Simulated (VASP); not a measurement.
# Ni (P6_3/mmc) in VASP: notebook

Runs on Ni. Level: RPBE+D3(BJ). Tasks: single point, relaxation of cell and atoms.

All numbers are computed with VASP 6.6.1; they aren't measurements. Logs are shortened: lines on timing, memory, paths and dates and some standing lists are left out, and cuts for length are marked.

## (1) The cell of the first run

The structure is hexagonal, space group P6_3/mmc (No. 194). Conventional cell: a = 2.384 Å, b = 2.384 Å, c = 3.906 Å, α = 90.00°, β = 90.00°, γ = 120.00°. Ni (site symmetry -6m2) has 12 Ni at 2.38 to 2.39 Å within 3.1 Å.

This isn't the form of Ni at room conditions, which is fcc.

## (2) Single point, RPBE+D3(BJ), collinear spin, ferromagnetic start

INCAR reads:

```
SYSTEM = Ni
PREC = Accurate
ENCUT = 520
EDIFF = 1E-6
ISMEAR = -1
SIGMA = 0.05
LREAL = .False.
LASPH = .True.
NELM = 150
ALGO = Normal
ISIF = 2
LWAVE = .False.
LCHARG = .False.
ISPIN = 2
MAGMOM = 1 1
LORBIT = 11
LMAXMIX = 4
GGA = RP
IVDW = 12
NBANDS = 21
```

KPOINTS reads:

```
regular mesh
0
Gamma
  12 12 7
  0 0 0
```

POSCAR reads:

```
Ni
1.0
    2.3838933219      0.0000000000      0.0000000000
   -1.1919466610      2.0645121767      0.0000000000
    0.0000000000      0.0000000000      3.9059770852
Ni
2
Direct
    0.6666666667      0.3333333333      0.7500000000
    0.3333333333      0.6666666667      0.2500000000
```

Potentials or basis: VASP PAW PBE potentials, release 64 (Ni).

On the command line:

```sh
> cat potpaw_PBE.64/Ni/POTCAR > POTCAR
> mpirun -np 1 vasp_std > vasp.out
```

OUTCAR:

```text
SYSTEM = Ni
   PREC = Accurate
   ENCUT = 520
   EDIFF = 1E-6
   ISMEAR = -1
   LREAL = .False.
   LASPH = .True.
   NELM = 150
   ISIF = 2
   ISPIN = 2
   LORBIT = 11
   GGA = RP
   IVDW = 12
 IVDW          = 12

 ion  position               nearest neighbor table
   1  0.667  0.333  0.750-   2 2.39   2 2.39   2 2.39   2 2.39   2 2.39   2 2.39
   2  0.333  0.667  0.250-   1 2.39   1 2.39   1 2.39   1 2.39   1 2.39   1 2.39

  LATTYP: Found a hexagonal cell.
 ALAT       =     2.3838933219
 C/A-ratio  =     1.6384865251

  Lattice vectors:

 A1 = (   2.3838933219,   0.0000000000,   0.0000000000)
 A2 = (  -1.1919466610,   2.0645121767,   0.0000000000)
 A3 = (   0.0000000000,   0.0000000000,   3.9059770852)

Analysis of symmetry for initial positions (statically):
=====================================================================
 Subroutine PRICEL returns:
 Original cell was already a primitive cell.

 Routine SETGRP: Setting up the symmetry group for a
 hexagonal supercell.

 Subroutine GETGRP returns: Found 24 space group operations
 (whereof 12 operations were pure point group operations)
 out of a pool of 24 trial point group operations.

The static configuration has the point symmetry D_3d.
 The point group associated with its full space group is D_6h.

Analysis of symmetry for dynamics (positions and initial velocities):
=====================================================================
 Subroutine PRICEL returns:
 Original cell was already a primitive cell.

 Routine SETGRP: Setting up the symmetry group for a
 hexagonal supercell.

 Subroutine GETGRP returns: Found 24 space group operations
 (whereof 12 operations were pure point group operations)
 out of a pool of 24 trial point group operations.

The dynamic configuration has the point symmetry D_3d.
 The point group associated with its full space group is D_6h.

Analysis of structural, dynamic, and magnetic symmetry:
=====================================================================
 Subroutine PRICEL returns:
 Original cell was already a primitive cell.

 Routine SETGRP: Setting up the symmetry group for a
 hexagonal supercell.

 Subroutine GETGRP returns: Found 24 space group operations
 (whereof 12 operations were pure point group operations)
 out of a pool of 24 trial point group operations.

The overall configuration has the point symmetry D_3d.
 The point group associated with its full space group is D_6h.

 Subroutine INISYM returns: Found 24 space group operations
 (whereof 12 operations are pure point group operations),
 and found     1 'primitive' translations

----------------------------------------------------------------------------------------

                                     Primitive cell

  volume of cell :      19.2236

  direct lattice vectors                    reciprocal lattice vectors
     2.383893322  0.000000000  0.000000000     0.419481858  0.242187964  0.000000000
    -1.191946661  2.064512177  0.000000000     0.000000000  0.484375927  0.000000000
     0.000000000  0.000000000  3.905977085     0.000000000  0.000000000  0.256017887

  length of vectors
     2.383893322  2.383893322  3.905977085     0.484375927  0.484375927  0.256017887

  position of ions in fractional coordinates (direct lattice)
     0.666666667  0.333333333  0.750000000
     0.333333333  0.666666667  0.250000000

  ion indices of the primitive-cell ions
   primitive index   ion index
                 1           1
                 2           2

----------------------------------------------------------------------------------------

 KPOINTS: regular mesh

Automatic generation of k-mesh.
 Grid dimensions read from file:
 generate k-points for:   12   12    7

 Generating k-lattice:

  Cartesian coordinates                     Fractional coordinates (reciprocal lattice)
     0.034956822  0.020182330  0.000000000     0.083333333  0.000000000  0.000000000
     0.000000000  0.040364661  0.000000000     0.000000000  0.083333333  0.000000000
     0.000000000  0.000000000  0.036573984     0.000000000  0.000000000  0.142857143

  Length of vectors
     0.040364661  0.040364661  0.036573984

  Shift w.r.t. Gamma in fractional coordinates (k-lattice)
     0.000000000  0.000000000  0.000000000

 Subroutine IBZKPT returns following result:
 ===========================================

 Found     76 irreducible k-points:

 Following reciprocal coordinates:
            Coordinates               Weight
  0.000000  0.000000  0.000000      1.000000
  0.083333  0.000000  0.000000      6.000000
  0.166667  0.000000  0.000000      6.000000
  0.250000  0.000000  0.000000      6.000000
  0.333333 -0.000000  0.000000      6.000000
  0.416667 -0.000000  0.000000      6.000000
[... 16 lines left out ...]
  0.250000  0.000000  0.142857     12.000000
  0.333333 -0.000000  0.142857     12.000000
 [... further k-points ...]
   k-points           NKPTS =     76   k-points in BZ     NKDIM =     76   number of bands    NBANDS=     21
   number of dos      NEDOS =    301   number of ions     NIONS =      2
   total plane-waves  NPLWV =   9720
   dimension x,y,z NGX =    18 NGY =   18 NGZ =   30
   dimension x,y,z NGXF=    36 NGYF=   36 NGZF=   60
   ions per type =               2
   NGX,Y,Z   is equivalent  to a cutoff of  12.55, 12.55, 12.77 a.u.
   NGXF,Y,Z  is equivalent  to a cutoff of  25.11, 25.11, 25.54 a.u.
 SYSTEM =  Ni
   PREC   = accura    normal or accurate (medium, high low for compatibility)
   ISTART =      0    job   : 0-new  1-cont  2-samecut
   ICHARG =      2    charge: 1-file 2-atom 10-const
   ISPIN  =      2    spin polarized calculation?
   LNONCOLLINEAR =      F non collinear calculations
   LSORBIT =      F    spin-orbit coupling
   LASPH  =      T    aspherical Exc in radial PAW
   ENCUT  =  520.0 eV  38.22 Ry    6.18 a.u.   4.43  4.43  7.26*2*pi/ulx,y,z
   NELM   =    150;   NELMIN=  2; NELMDL= -5     # of ELM steps
   EDIFF  = 0.1E-05   stopping-criterion for ELM
   LREAL  =      F    real-space projection
   EDIFFG = 0.1E-04   stopping-criterion for IOM
   NSW    =      0    number of steps for IOM
   IBRION =     -1    ionic relax: 0-MD 1-quasi-New 2-CG
   NFREE  =      0    steps in history (QN), initial steepest desc. (CG)
   ISIF   =      2    stress and relaxation
   ISYM   =      2    0-nonsym 1-usesym 2-fastsym
   POTIM  = 0.5000    time-step for ionic-motion
   TEBEG  =    0.0;   TEEND  =   0.0 temperature during run
   PSTRESS=    0.0 pullay stress
   NELECT =      20.0000    total number of electrons
   NUPDOWN=      -1.0000    fix difference up-down
   EMIN   =  10.00;   EMAX   =-10.00  energy-range for DOS
   EFERMI =   0.00;   METHOD = LEGACY
   ISMEAR =    -1;   SIGMA  =   0.05  broadening in eV -4-tet -1-fermi 0-gaus
   EFERMI_NEDOS =   21; number of points for ismear=-14 and -15
   IALGO  =     38    algorithm
   IMIX   =      4    mixing-type and parameters
     AMIX     =   0.40;   BMIX     =  1.00
     AMIX_MAG =   1.60;   BMIX_MAG =  1.00
  volume/ion in A,a.u.               =       9.61        64.86
  Fermi-wavevector in a.u.,A,eV,Ry     =   1.658849  3.134770 37.440238  2.751780
  Thomas-Fermi vector in A             =   2.746359
   LORBIT       =     11    0 simple, 1 ext, 2 COOP (PROOUT), +10 PAW based schemes
   GGA     = RP    functional components
   LHFCALC =     F    Hartree Fock is set to
   AEXX    =    0.0000 exact exchange contribution
   IVDW    =    12    specifies the selected vdW correction
   LEPSILON=     F    determine dielectric tensor
   LRPA    =     F    only Hartree local field effects (RPA)
 spin polarized calculation
  energy-cutoff  :      520.00
  volume of cell :       19.22
 maximum number of plane-waves:       549
 NGX is ok and might be reduce to    18
   NGX =  9   NGY =  9   NGZ = 15

 number of electron      20.0000005 magnetization       1.1996085

 Free energy of the ion-electron system (eV)
  ---------------------------------------------------
  ext. energy  EPLUGINS =         0.00000000
  ---------------------------------------------------
  free energy    TOTEN  =        -9.51047901 eV

  energy without entropy =       -9.47766334  energy(sigma->0) =       -9.49407118

 E-fermi :  11.4203     XC(G=0): -13.8841

 val. band max:       11.4170052774   @ k =   0.2500   0.1667   0.1429
 cond. band min:      11.4205204435   @ k =   0.2500   0.2500   0.0000
 fundamental gap:      0.0035151660
 Fermi energy:        11.4202784982

 spin component 1

 k-point     1 :       0.0000    0.0000    0.0000
  band No.  band energies     occupation
      1       1.5024      1.00000
      2       5.8579      1.00000
      3       8.6407      1.00000
      4       8.7436      1.00000
      5       8.7436      1.00000
      6       9.0702      1.00000
[... 13 lines left out ...]
     20      39.5077      0.00000
     21      44.3029      0.00000

 k-point     2 :       0.0833    0.0000    0.0000
  band No.  band energies     occupation
      1       1.7674      1.00000
      2       6.0222      1.00000
      3       8.4619      1.00000
      4       8.8674      1.00000
      5       8.8821      1.00000
      6       9.0127      1.00000
[... 13 lines left out ...]
     20      42.1448      0.00000
     21      42.8935      0.00000

 k-point     3 :       0.1667    0.0000    0.0000
  band No.  band energies     occupation
      1       2.5354      1.00000
      2       6.4320      1.00000
      3       8.1726      1.00000
      4       8.4158      1.00000
      5       8.8037      1.00000
      6       9.2050      1.00000
[... 13 lines left out ...]
     20      42.1804      0.00000
     21      42.8002      0.00000
[... 457 lines left out ...]
 k-point    23 :       0.2500    0.0000    0.1429
  band No.  band energies     occupation
      1       3.8784      1.00000
      2       6.7934      1.00000
      3       7.5175      1.00000
      4       8.0269      1.00000
      5       8.5681      1.00000
      6       9.0887      1.00000
[... 13 lines left out ...]
     20      39.5267      0.00000
     21      40.9915      0.00000

 k-point    24 :       0.3333   -0.0000    0.1429
  band No.  band energies     occupation
      1       5.1113      1.00000
      2       6.7278      1.00000
      3       7.1141      1.00000
      4       7.9613      1.00000
      5       8.7352      1.00000
      6       8.9287      1.00000
[... 13 lines left out ...]
     20      38.1117      0.00000
     21      41.8121      0.00000

 [... further k-points ...]

 spin component 2

 k-point     1 :       0.0000    0.0000    0.0000
  band No.  band energies     occupation
      1       1.4579      1.00000
      2       6.2406      1.00000
      3       9.3291      1.00000
      4       9.4002      1.00000
      5       9.4002      1.00000
      6       9.7477      1.00000
[... 13 lines left out ...]
     20      39.5748      0.00000
     21      44.2208      0.00000

 k-point     2 :       0.0833    0.0000    0.0000
  band No.  band energies     occupation
      1       1.7233      1.00000
      2       6.4143      1.00000
      3       9.1136      1.00000
      4       9.5289      1.00000
      5       9.5661      1.00000
      6       9.6851      1.00000
[... 13 lines left out ...]
     20      42.2044      0.00000
     21      42.9398      0.00000

 k-point     3 :       0.1667    0.0000    0.0000
  band No.  band energies     occupation
      1       2.4945      1.00000
      2       6.8542      1.00000
      3       8.7869      1.00000
      4       8.8002      1.00000
      5       9.4578      1.00000
      6       9.8931      1.00000
[... 13 lines left out ...]
     20      42.2384      0.00000
     21      42.7788      0.00000
[... 457 lines left out ...]
 k-point    23 :       0.2500    0.0000    0.1429
  band No.  band energies     occupation
      1       3.8590      1.00000
      2       7.2243      1.00000
      3       7.9311      1.00000
      4       8.5784      1.00000
      5       9.2024      1.00000
      6       9.7169      1.00000
[... 13 lines left out ...]
     20      39.5947      0.00000
     21      41.0434      0.00000

 k-point    24 :       0.3333   -0.0000    0.1429
  band No.  band energies     occupation
      1       5.1760      1.00000
      2       7.1935      1.00000
      3       7.5467      1.00000
      4       8.4686      1.00000
      5       9.3432      1.00000
      6       9.5458      1.00000
[... 13 lines left out ...]
     20      38.1862      0.00000
     21      41.8487      0.00000

 [... further k-points ...]

------------------------ aborting loop because EDIFF is reached ----------------------------------------

 Edisp (eV)   -5.17832

 E8    (eV) :    -3.3106

  FORCE on cell =-STRESS in cart. coord.  units (eV):
  Direction    XX          YY          ZZ          XY          YZ          ZX
  --------------------------------------------------------------------------------------
  -------------------------------------------------------------------------------------
  Total      -0.06311    -0.06311    -0.05026     0.00000    -0.00000     0.00000
  in kB      -5.25963    -5.25963    -4.18881     0.00000    -0.00000     0.00000
  external pressure =       -4.90 kB  Pullay stress =        0.00 kB

 VOLUME and BASIS-vectors are now :
 -----------------------------------------------------------------------------
  energy-cutoff  :      520.00
  volume of cell :       19.22
      direct lattice vectors                 reciprocal lattice vectors
     2.383893322  0.000000000  0.000000000     0.419481858  0.242187964  0.000000000
    -1.191946661  2.064512177  0.000000000     0.000000000  0.484375927  0.000000000
     0.000000000  0.000000000  3.905977085     0.000000000  0.000000000  0.256017887

 POSITION                                       TOTAL-FORCE (eV/Angst)
 -----------------------------------------------------------------------------------
      1.19195      0.68817      2.92948         0.000000     -0.000000      0.000000
     -0.00000      1.37634      0.97649        -0.000000      0.000000     -0.000000
 -----------------------------------------------------------------------------------
    total drift:                                0.000000     -0.000000     -0.000000

  FREE ENERGIE OF THE ION-ELECTRON SYSTEM (eV)
  ---------------------------------------------------
  free  energy   TOTEN  =       -14.6888025775 eV

  energy  without entropy=      -14.6559869097  energy(sigma->0) =      -14.67239474

 total charge

# of ion       s       p       d       tot
------------------------------------------
    1        0.553   0.618   8.385   9.556
    2        0.553   0.618   8.385   9.556
--------------------------------------------------
tot          1.106   1.237  16.769  19.112

 magnetization (x)

# of ion       s       p       d       tot
------------------------------------------
    1       -0.006  -0.027   0.634   0.601
    2       -0.006  -0.027   0.634   0.601
--------------------------------------------------
tot         -0.011  -0.055   1.267   1.201
```

It took 28 s on 1 thread of Intel Xeon 6975P-C (Granite Rapids), shared host; peak memory 0.17 GiB.

Results:

| Item | Value |
| --- | --- |
| Free energy | -14.6888 eV |
| Pressure | -0.5 GPa |
| Net moment | 1.20 μB per cell |
| Site moments | Ni +0.60 μB |
| Valence electrons inside the program's atomic spheres | Ni 9.56 |
| Dispersion energy per atom | -2.589 eV |

Stress tensor (GPa, compression positive):
```
-0.53  0.00  0.00
 0.00 -0.53  0.00
 0.00  0.00 -0.42
```

Levels at points of the mesh, in eV from the Fermi level:
Spin up:
```csv
k point,band 8,band 9,band 10,band 11,band 12,band 13,band 14,band 15
"(0.00, 0.00, 0.00)",-1.86,-1.86,-0.73,-0.73,-0.59,6.57,23.60,26.75
"(0.50, 0.00, 0.00)",-0.60,-0.51,-0.45,1.34,3.51,10.17,10.93,13.38
```
Spin down:
| k point | band 8 | band 9 | band 10 | band 11 | band 12 | band 13 |
| --- | --- | --- | --- | --- | --- | --- |
| (0.00, 0.00, 0.00) | -1.21 | -1.21 | -0.66 | -0.03 | -0.03 | 6.97 |
| (0.50, 0.00, 0.00) | 0.16 | 0.20 | 0.31 | 1.82 | 3.88 | 10.28 |

Caveat: the PAW data sets were made with another functional, which shifts forces and pressure a little.

## (3) Relaxation of cell and atoms, RPBE+D3(BJ), collinear spin, ferromagnetic start

This run uses another cell than the first one, of 10.57 Å³/atom.

INCAR reads:

```
SYSTEM = Ni
PREC = Accurate
ENCUT = 600
EDIFF = 1E-6
ISMEAR = -1
SIGMA = 0.05
LREAL = .FALSE.
LASPH = .TRUE.
NELM = 150
ALGO = Normal
ISIF = 3
LWAVE = .FALSE.
LCHARG = .FALSE.
ISPIN = 2
MAGMOM = 1 1
LORBIT = 11
LMAXMIX = 4
GGA = RP
IVDW = 12
IBRION = 2
NSW = 60
EDIFFG = -0.01
```

KPOINTS reads:

```
Automatic mesh
0
G
  12 12 7
  0 0 0
```

POSCAR reads:

```
Ni
1.0
    2.4480228978      0.0000000000      0.0000000000
   -1.2240114489      2.1200500186      0.0000000000
    0.0000000000      0.0000000000      4.0728075700
Ni
2
Direct
    0.6666666667      0.3333333333      0.7500000000
    0.3333333333      0.6666666667      0.2500000000
```

Potentials or basis: VASP PAW PBE potentials, release 64 (Ni).

On the command line:

```sh
> cat potpaw_PBE.64/Ni/POTCAR > POTCAR
> mpirun -np 1 vasp_std > vasp.out
```

Wall time 2.2 min (1 thread of Intel Xeon 6975P-C (Granite Rapids), shared host); peak memory 0.19 GiB.

It converged, with:

```
Free energy                                           : -14.6887 eV
Relaxed volume                                        : 9.59 Å³/atom
Relaxed cell                                          : a = 2.382 Å, b = 2.382 Å, c = 3.904 Å, α = 90.00°, β = 90.00°, γ = 120.00°
Space group after relaxing (to 0.1 Å)                 : P6_3/mmc (No. 194)
Energy gained by relaxing                             : 73.2 meV/atom
Ionic steps                                           : 9
Pressure after relaxing                               : 0.0 GPa
Net moment                                            : 1.20 μB per cell
Site moments                                          : Ni +0.60 μB
Valence electrons inside the program's atomic spheres : Ni 9.56
Dispersion energy per atom                            : -2.594 eV
```

Step by step:
```csv
step,energy change (eV),largest force (eV/Å),pressure (GPa),volume (Å³)
1,0.0000,0.0000,-21.43,21.14
2,0.0990,0.0000,42.06,17.10
3,-0.1453,0.0000,-0.58,19.22
4,-0.1454,0.0000,0.11,19.18
5,-0.1454,0.0000,0.66,19.14
6,-0.1463,0.0000,0.53,19.15
7,-0.1463,0.0000,0.62,19.15
8,-0.1462,0.0000,-0.77,19.24
9,-0.1464,0.0000,0.03,19.19
```

Final structure:
```
CELL_PARAMETERS angstrom
2.38205 0.00000 0.00000
-1.19102 2.06291 0.00000
0.00000 0.00000 3.90439
ATOMIC_POSITIONS crystal
Ni 0.66667 0.33333 0.75000
Ni 0.33333 0.66667 0.25000
```

Levels at points of the mesh, in eV from the Fermi level:
Spin up:
| k point | band 9 | band 10 | band 11 | band 12 | band 13 | band 14 |
| --- | --- | --- | --- | --- | --- | --- |
| (0.00, 0.00, 0.00) | -1.86 | -0.73 | -0.73 | -0.60 | 6.58 | 23.63 |
| (0.50, 0.00, 0.00) | -0.51 | -0.45 | 1.34 | 3.52 | 10.18 | 10.94 |
Spin down:
```csv
k point,band 7,band 8,band 9,band 10,band 11,band 12,band 13,band 14
"(0.00, 0.00, 0.00)",-1.68,-1.21,-1.21,-0.66,-0.03,-0.03,6.98,23.48
"(0.50, 0.00, 0.00)",-1.66,0.16,0.20,0.31,1.82,3.89,10.29,11.05
```

Caveat: the PAW data sets were made with another functional, which shifts forces and pressure a little.
